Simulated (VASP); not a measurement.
# Cr (P6_3/mmc) in VASP: settings compared, part 2 of 2

VASP 6.6.1.

### 3 Relaxation of cell and atoms, BLYP+D4, collinear spin, ferromagnetic start

File INCAR:

```
PREC = Accurate
ENCUT = 600
EDIFF = 1E-7
ISMEAR = -1
SIGMA = 0.05
LREAL = False
LASPH = True
NELM = 150
ALGO = Normal
ISIF = 3
LWAVE = False
LCHARG = False
ISPIN = 2
MAGMOM = 3 3
LORBIT = 11
LMAXMIX = 4
GGA = B5
ALDAX = 1.0
AGGAX = 1.0
AGGAC = 1.0
ALDAC = 0.0
IVDW = 13
VDW_S6 = 1.0
VDW_S8 = 2.34076671
VDW_A1 = 0.44488865
VDW_A2 = 4.0933009
IBRION = 2
NSW = 60
EDIFFG = -0.01
```

File KPOINTS:

```
regular mesh
0
Gamma
  11 11 6
```

File POSCAR:

```
Cr
1.0
    2.7140000000      0.0000000000      0.0000000000
   -1.3570000000      2.3503929459      0.0000000000
    0.0000000000      0.0000000000      4.4100000000
Cr
2
Direct
    0.6666666667      0.3333333333      0.7500000000
    0.3333333333      0.6666666667      0.2500000000
```

Potentials or basis: VASP PAW PBE potentials, release 64 (Cr_pv).

The run is started by

```sh
> cat potpaw_PBE.64/Cr_pv/POTCAR > POTCAR
> mpirun -np 1 vasp_std > vasp.out
```

OUTCAR:

```text
PREC = Accurate
   ENCUT = 600
   EDIFF = 1E-7
   ISMEAR = -1
   LREAL = False
   LASPH = True
   NELM = 150
   ISIF = 3
   ISPIN = 2
   LORBIT = 11
   GGA = B5
   IVDW = 13
   IBRION = 2
   NSW = 60
   EDIFFG = -0.01

 ion  position               nearest neighbor table
   1  0.667  0.333  0.750-   2 2.71   2 2.71   2 2.71   2 2.71   2 2.71   2 2.71
   2  0.333  0.667  0.250-   1 2.71   1 2.71   1 2.71   1 2.71   1 2.71   1 2.71

  LATTYP: Found a hexagonal cell.
 ALAT       =     2.7140000000
 C/A-ratio  =     1.6249078850

  Lattice vectors:

 A1 = (   2.7140000000,   0.0000000000,   0.0000000000)
 A2 = (  -1.3570000000,   2.3503929459,   0.0000000000)
 A3 = (   0.0000000000,   0.0000000000,   4.4100000000)

Analysis of symmetry for initial positions (statically):
[... 1474 lines left out ...]
 Free energy of the ion-electron system (eV)
  ---------------------------------------------------
  ext. energy  EPLUGINS =         0.00000000
  ---------------------------------------------------
  free energy    TOTEN  =       -15.88488430 eV

  energy without entropy =      -15.86329690  energy(sigma->0) =      -15.87409060

 E-fermi :  11.1033     XC(G=0): -12.9870

 val. band max:       11.0434676372   @ k =   0.0909  -0.0000   0.3333
 cond. band min:      11.1073486645   @ k =   0.3636   0.2727   0.0000
 fundamental gap:      0.0638810273
 Fermi energy:        11.1033151083

 spin component 1

 k-point     1 :       0.0000    0.0000    0.0000
  band No.  band energies     occupation
      1     -32.0598      1.00000
      2     -31.3691      1.00000
      3     -31.1647      1.00000
      4     -31.1647      1.00000
      5     -31.1010      1.00000
      6     -31.1010      1.00000
[... 1084 lines left out ...]
  FREE ENERGIE OF THE ION-ELECTRON SYSTEM (eV)
  ---------------------------------------------------
  free  energy   TOTEN  =       -17.5938569664 eV

  energy  without entropy=      -17.5722695682  energy(sigma->0) =      -17.58306327

 reached required accuracy - stopping structural energy minimisation

 total charge

# of ion       s       p       d       tot
------------------------------------------
    1        0.413   6.369   4.293  11.076
    2        0.413   6.369   4.293  11.076
--------------------------------------------------
tot          0.827  12.739   8.586  22.152

 magnetization (x)

# of ion       s       p       d       tot
------------------------------------------
    1        0.000   0.000   0.000   0.000
    2        0.000   0.000   0.000   0.000
--------------------------------------------------
tot          0.000   0.000   0.000   0.000
```

OSZICAR:

```text
N       E                     dE             d eps       ncg     rms          rms(c)
DAV:   1     0.260347580944E+03    0.26035E+03   -0.15322E+04  4864   0.165E+03
[... 158 lines left out ...]
DAV:   1    -0.158859537298E+02    0.72606E-04   -0.30505E-02  4882   0.163E+00    0.244E-01
DAV:   2    -0.158850458121E+02    0.90792E-03   -0.22402E-03  4979   0.522E-01    0.871E-02
DAV:   3    -0.158848942208E+02    0.15159E-03   -0.28377E-04  6276   0.112E-01    0.246E-02
DAV:   4    -0.158848870618E+02    0.71589E-05   -0.20671E-05  5953   0.416E-02    0.143E-02
DAV:   5    -0.158848845833E+02    0.24785E-05   -0.25096E-06  6297   0.188E-02    0.408E-03
DAV:   6    -0.158848843675E+02    0.21582E-06   -0.84953E-08  3090   0.286E-03    0.136E-03
DAV:   7    -0.158848843019E+02    0.65575E-07   -0.22654E-08  2552   0.187E-03
  14 F= -.17593857E+02 E0= -.17583063E+02  d E =-.517814E-03  mag=    -0.0000
```

CONTCAR:

```text
Cr
   1.00000000000000
     2.4652977806684269   -0.0000000000000000    0.0000000000000000
    -1.2326488903342134    2.1350105059734861    0.0000000000000000
    -0.0000000000000000   -0.0000000000000000    4.4532503734286903
  Cr
     2
Direct
     0.6666666667000030    0.3333333332999970    0.7500000000000000
     0.3333333332999970    0.6666666667000030    0.2500000000000000

  0.00000000E+00  0.00000000E+00  0.00000000E+00
  0.00000000E+00  0.00000000E+00  0.00000000E+00
```

Run time: 6 min. Hardware: 1 thread of Intel Xeon 6975P-C (Granite Rapids), shared host; peak memory 0.23 GiB.

What came out:

```yaml
Free_energy: -17.5939 eV
Relaxed_volume: 11.72 Å³/atom
Relaxed_cell: a = 2.465 Å, b = 2.465 Å, c = 4.453 Å, α = 90.00°, β = 90.00°, γ = 120.00°
Space_group_after_relaxing_to_0.1_Å: P6_3/mmc (No. 194)
Energy_gained_by_relaxing: 310.6 meV/atom
Ionic_steps: 14
Pressure_after_relaxing: 0.0 GPa
Band_gap_on_the_k_mesh: zero (filled and empty bands overlap)
Net_moment: 0.00 μB per cell
Valence_electrons_inside_the_program's_atomic_spheres: Cr 11.08
Dispersion_energy_per_atom: -0.854 eV
```

The path:
| step | energy change (eV) | largest force (eV/Å) | pressure (GPa) | volume (Å³) |
| --- | --- | --- | --- | --- |
| 1 | 0.0000 | 0.0000 | -28.48 | 28.13 |
| 2 | 0.2659 | 0.0000 | 73.64 | 19.13 |
| 3 | -0.5338 | 0.0000 | -1.12 | 23.46 |
| 4 | -0.5346 | 0.0000 | 0.22 | 23.33 |
| 5 | -0.5346 | 0.0000 | 1.16 | 23.24 |
| 6 | -0.5894 | 0.0000 | 2.90 | 23.10 |
| 7 | -0.4626 | 0.0000 | 14.52 | 22.50 |
| 8 | -0.6102 | 0.0000 | 4.54 | 22.98 |
| 9 | -0.6121 | 0.0000 | 5.55 | 22.92 |
| 10 | -0.5938 | 0.0000 | -7.35 | 24.29 |
| 11 | -0.6206 | 0.0000 | 0.47 | 23.41 |
| 12 | -0.6206 | 0.0000 | 0.58 | 23.40 |
| 13 | -0.6210 | 0.0000 | -0.21 | 23.46 |
| 14 | -0.6211 | 0.0000 | 0.01 | 23.44 |

Final structure:
```yaml
crystal:
  lattice:
    - [2.46530, 0.00000, 0.00000]
    - [-1.23265, 2.13501, 0.00000]
    - [0.00000, 0.00000, 4.45325]
  atoms:
    - { symbol: Cr, position: [0.66667, 0.33333, 0.75000] }
    - { symbol: Cr, position: [0.33333, 0.66667, 0.25000] }
```

Levels at points of the mesh, in eV from the Fermi level:
Spin up:
| k point | band 10 | band 11 | band 12 | band 13 | band 14 | band 15 |
| --- | --- | --- | --- | --- | --- | --- |
| (0.00, 0.00, 0.00) | -0.40 | -0.40 | -0.08 | -0.08 | -0.07 | 1.09 |
| (0.00, 0.00, 0.50) | -1.71 | -0.37 | -0.37 | -0.37 | -0.37 | 1.79 |
Spin down:
```tsv
k point	band 8	band 9	band 10	band 11	band 12	band 13	band 14	band 15	band 16	band 17
(0.00, 0.00, 0.00)	-4.10	-1.39	-0.40	-0.40	-0.08	-0.08	-0.07	1.09	1.09	2.19
(0.00, 0.00, 0.50)	-5.50	-1.71	-1.71	-0.37	-0.37	-0.37	-0.37	1.79	1.79	1.79
```

Caveat: the volume moved by over 15 % at a fixed basis, so the end points are rough; the moments typed at the start vanished in this run; the PAW data sets were made with another functional, which shifts forces and pressure a little.

### 4 Single point, PBEsol

File INCAR:

```
SYSTEM = Cr
PREC     = Accurate       ! precision mode
ENCUT    = 520            ! plane-wave cutoff, eV
EDIFF    = 1E-6           ! SCF threshold, eV
ISMEAR   = -1             ! smearing method
SIGMA    = 0.05           ! smearing width, eV
LREAL    = .False.        ! projectors in reciprocal space
LASPH    = .True.         ! aspherical terms in the spheres
NELM     = 100            ! most SCF steps
ALGO     = Normal         ! electronic algorithm
ISIF     = 2              ! what is computed and relaxed
LWAVE    = .False.        ! write WAVECAR
LCHARG   = .True.         ! write CHGCAR
GGA      = PS             ! functional
LELF     = .True.         ! ELF
LVHAR    = .True.       
NBANDS   = 19             ! bands
```

File KPOINTS:

```
Automatic mesh
0
Gamma
  11 11 6
  0 0 0
```

POSCAR is that of step 3.

The run is started by

```sh
> cat potpaw_PBE.64/Cr_pv/POTCAR > POTCAR
> mpirun -np 1 vasp_std > vasp.out
```

It took 12 s on 1 thread of Intel Xeon 6975P-C (Granite Rapids), shared host; peak memory 0.15 GiB.

The run converged. Its results:

| Property | Result |
| --- | --- |
| Free energy | -18.8966 eV |
| Pressure | -34.2 GPa |
| Band gap on the k mesh | zero (bands 12 and 13 overlap by 0.99 eV) |

Stress tensor (GPa, compression positive):
```
-37.37   0.00   0.00
  0.00 -37.37   0.00
  0.00   0.00 -27.70
```

Levels at points of the mesh, in eV from the Fermi level:
| k point | band 10 | band 11 | band 12 | band 13 | band 14 | band 15 |
| --- | --- | --- | --- | --- | --- | --- |
| (0.00, 0.00, 0.00) | -0.30 | -0.30 | 0.08 | 0.08 | 0.54 | 0.54 |
| (0.00, 0.00, 0.50) | -0.84 | -0.36 | -0.36 | -0.36 | -0.36 | 1.44 |

Caveat: the stress differs along the axes, from -37 to -28 GPa; the PAW data sets were made with another functional, which shifts forces and pressure a little; the run has no spin polarisation, though such a crystal can be magnetic.

### 5 Single point, PBEsol, collinear spin, ferrimagnetic start

File INCAR:

```
PREC     = Accurate       # precision mode
ENCUT    = 520            # plane-wave cutoff, eV
EDIFF    = 1E-6           # SCF threshold, eV
ISMEAR   = -1             # smearing method
SIGMA    = 0.05           # smearing width, eV
LREAL    = False          # projectors in reciprocal space
LASPH    = True           # aspherical terms in the spheres
NELM     = 150            # most SCF steps
ALGO     = Fast           # electronic algorithm
ISIF     = 2              # what is computed and relaxed
LWAVE    = False          # write WAVECAR
LCHARG   = False          # write CHGCAR
ISPIN    = 2              # spin polarisation
MAGMOM   = 3 -1.5         # initial moments
LORBIT   = 11             # projections on sites
LMAXMIX  = 4              # l up to which the mixer works
GGA      = PS             # functional
NBANDS   = 23             # bands
```

File KPOINTS:

```
Automatic mesh
0
Gamma
  11 11 6
```

POSCAR is that of step 4.

Potentials or basis: VASP PAW PBE potentials, release 64 (Cr_pv).

The run is started by

```sh
> cat potpaw_PBE.64/Cr_pv/POTCAR > POTCAR
> mpirun -np 1 vasp_std > vasp.out
```

OUTCAR:

```text
PREC = Accurate
   ENCUT = 520
   EDIFF = 1E-6
   ISMEAR = -1
   LREAL = False
   LASPH = True
   NELM = 150
   ISIF = 2
   ISPIN = 2
   LORBIT = 11
   GGA = PS

 ion  position               nearest neighbor table
   1  0.667  0.333  0.750-   2 2.71   2 2.71   2 2.71   2 2.71   2 2.71   2 2.71
   2  0.333  0.667  0.250-   1 2.71   1 2.71   1 2.71   1 2.71   1 2.71   1 2.71

  LATTYP: Found a hexagonal cell.
 ALAT       =     2.7140000000
 C/A-ratio  =     1.6249078850

  Lattice vectors:

 A1 = (   2.7140000000,   0.0000000000,   0.0000000000)
 A2 = (  -1.3570000000,   2.3503929459,   0.0000000000)
 A3 = (   0.0000000000,   0.0000000000,   4.4100000000)

Analysis of symmetry for initial positions (statically):
=====================================================================
 Subroutine PRICEL returns:
 Original cell was already a primitive cell.

 Routine SETGRP: Setting up the symmetry group for a
 hexagonal supercell.

 Subroutine GETGRP returns: Found 24 space group operations
 (whereof 12 operations were pure point group operations)
 out of a pool of 24 trial point group operations.

The static configuration has the point symmetry D_3d.
 The point group associated with its full space group is D_6h.

Analysis of symmetry for dynamics (positions and initial velocities):
=====================================================================
 Subroutine PRICEL returns:
 Original cell was already a primitive cell.

 Routine SETGRP: Setting up the symmetry group for a
 hexagonal supercell.

 Subroutine GETGRP returns: Found 24 space group operations
 (whereof 12 operations were pure point group operations)
 out of a pool of 24 trial point group operations.

The dynamic configuration has the point symmetry D_3d.
 The point group associated with its full space group is D_6h.

Analysis of structural, dynamic, and magnetic symmetry:
[... 153 lines left out ...]
  ---------------------------------------------------
  ext. energy  EPLUGINS =         0.00000000
  ---------------------------------------------------
  free energy    TOTEN  =       -18.91378992 eV

  energy without entropy =      -18.87924998  energy(sigma->0) =      -18.89651995

 E-fermi :   8.1357     XC(G=0): -12.6927

 val. band max:        8.1303150596   @ k =   0.0000   0.0000   0.1667
 cond. band min:       8.1359030513   @ k =   0.4545  -0.0000   0.0000
 fundamental gap:      0.0055879917
 Fermi energy:         8.1357162342

 spin component 1

 k-point     1 :       0.0000    0.0000    0.0000
  band No.  band energies     occupation
      1     -35.1551      1.00000
      2     -34.8042      1.00000
      3     -34.8042      1.00000
      4     -34.7374      1.00000
      5     -34.7374      1.00000
      6     -34.6647      1.00000
[... 613 lines left out ...]
     22      21.0993      0.00000
     23      22.9837      0.00000

 [... further k-points ...]

 spin component 2

 k-point     1 :       0.0000    0.0000    0.0000
  band No.  band energies     occupation
      1     -34.4303      1.00000
      2     -34.0094      1.00000
      3     -34.0094      1.00000
      4     -33.9415      1.00000
      5     -33.9415      1.00000
      6     -33.9303      1.00000
[... 613 lines left out ...]
     22      21.5278      0.00000
     23      23.3988      0.00000

 [... further k-points ...]

------------------------ aborting loop because EDIFF is reached ----------------------------------------

  FORCE on cell =-STRESS in cart. coord.  units (eV):
  Direction    XX          YY          ZZ          XY          YZ          ZX
  --------------------------------------------------------------------------------------
  -------------------------------------------------------------------------------------
  Total       -5.9153867     -5.9153867     -5.1491270      0.0000000      0.0000000     -0.0000000
  in kB     -336.9029510   -336.9029510   -293.2616519      0.0000000      0.0000000     -0.0000000
  external PRESSURE =    -322.3558513 kB  Pullay stress =       0.0000000 kB

 VOLUME and BASIS-vectors are now :
 -----------------------------------------------------------------------------
  energy-cutoff  :      520.00
  volume of cell :       28.13
      direct lattice vectors                 reciprocal lattice vectors
     2.714000000  0.000000000  0.000000000     0.368459838  0.212730387  0.000000000
    -1.357000000  2.350392946  0.000000000     0.000000000  0.425460773  0.000000000
     0.000000000  0.000000000  4.410000000     0.000000000  0.000000000  0.226757370

 POSITION                                       TOTAL-FORCE (eV/Angst)
 -----------------------------------------------------------------------------------
      1.35700      0.78346      3.30750         0.000000     -0.000000     -0.000000
     -0.00000      1.56693      1.10250        -0.000000      0.000000      0.000000
 -----------------------------------------------------------------------------------
    total drift:                               -0.000000      0.000000     -0.000000

  FREE ENERGIE OF THE ION-ELECTRON SYSTEM (eV)
  ---------------------------------------------------
  free  energy   TOTEN  =       -18.9137899178 eV

  energy  without entropy=      -18.8792499783  energy(sigma->0) =      -18.89651995

 total charge

# of ion       s       p       d       tot
------------------------------------------
    1        0.376   6.281   4.055  10.712
    2        0.376   6.281   4.055  10.712
--------------------------------------------------
tot          0.752  12.563   8.110  21.424

 magnetization (x)

# of ion       s       p       d       tot
------------------------------------------
    1        0.001   0.022   0.755   0.778
    2        0.001   0.022   0.757   0.780
--------------------------------------------------
tot          0.002   0.045   1.512   1.558
```

OSZICAR:

```text
N       E                     dE             d eps       ncg     rms          rms(c)
DAV:   1     0.240223285836E+03    0.24022E+03   -0.13677E+04  5896   0.122E+03
DAV:   2    -0.142339787611E+02   -0.25446E+03   -0.24643E+03  6000   0.372E+02
DAV:   3    -0.219450299777E+02   -0.77111E+01   -0.76607E+01  7316   0.773E+01
[... 22 lines left out ...]
RMM:  26    -0.189137899499E+02   -0.66523E-04   -0.41965E-04  9088   0.120E-01    0.542E-02
RMM:  27    -0.189137262136E+02    0.63736E-04   -0.28199E-04  8830   0.878E-02    0.815E-02
RMM:  28    -0.189137788458E+02   -0.52632E-04   -0.18459E-04  8167   0.832E-02    0.263E-02
RMM:  29    -0.189137867391E+02   -0.78933E-05   -0.19918E-05  6448   0.276E-02    0.140E-02
RMM:  30    -0.189137889317E+02   -0.21926E-05   -0.63130E-06  5813   0.147E-02    0.759E-03
RMM:  31    -0.189137899178E+02   -0.98616E-06   -0.59508E-06  5755   0.145E-02
   1 F= -.18913790E+02 E0= -.18896520E+02  d E =-.345399E-01  mag=     1.6856
```

stdout:

```text
POSCAR found type information on POSCAR Cr
 POSCAR found :  1 types and       2 ions
 scaLAPACK will be used
 -----------------------------------------------------------------------------
|                                                                             |
|                                                                             |
|     You enforced a specific xc type in the INCAR file but a different       |
|     I HOPE YOU KNOW WHAT YOU ARE DOING!                                     |
|                                                                             |
 -----------------------------------------------------------------------------

 LDA part: xc-table for (Slater+PW92), standard interpolation
 POSCAR, INCAR and KPOINTS ok, starting setup
 FFT: planning ... GRIDC
 FFT: planning ... GRID_SOFT
 FFT: planning ... GRID
 WAVECAR not read
 entering main loop
```

It took 81 s on 1 thread of Intel Xeon 6975P-C (Granite Rapids), shared host; peak memory 0.18 GiB.

Results:

* Free energy: -18.9138 eV
* Pressure: -32.2 GPa
* Net moment: 1.69 μB per cell
* Site moments: Cr +0.78 μB
* Valence electrons inside the program's atomic spheres: Cr 10.71

Caveat: the cell stands under tension; an empty level that is flat over the whole mesh can mark a ghost state of the potentials, or a narrow d or f band; the PAW data sets were made with another functional, which shifts forces and pressure a little.

### 6 Overview

```tsv
level	spin	cutoff (eV)	smearing	tolerance level	purpose	dipole correction	gap on the mesh (eV)	pressure (GPa)	moment (μB)
PBE	collinear, antiferromagnetic start	400	methfessel-paxton 0.1 eV	standard	a run that is hard to end	-	none	-12.2	0.00
PBEsol	off	520	fermi-dirac 0.05 eV	-	-	no	none	-34.2	-
PBEsol	collinear, ferrimagnetic start	520	fermi-dirac 0.05 eV	-	-	no	none	-32.2	1.69
```

Alike in all rows: task single point; potentials or basis VASP PAW PBE potentials, release 64 (Cr_pv); cell as given; k mesh 11 × 11 × 6.

The pressure there spans -34.2 GPa (PBEsol) to -12.2 GPa (PBE); a positive pressure means that this level wants a larger cell, a negative one a smaller.

Caveats: the PAW data sets were made with another functional, which shifts forces and pressure a little (at least some runs); the stress differs along the axes, from -25 to -6 GPa (at least some runs); the antiferromagnetic order is the one typed at the start, and another may lie lower (at least some runs); the stress differs along the axes, from -37 to -28 GPa (at least some runs); the cell stands under tension (at least some runs); an empty level that is flat over the whole mesh can mark a ghost state of the potentials, or a narrow d or f band (at least some runs).

Total energies depend on the potentials used, so only differences within one code and one set of settings carry meaning.

The gap in the log of VASP goes by the Fermi energy; the results here count the filled bands.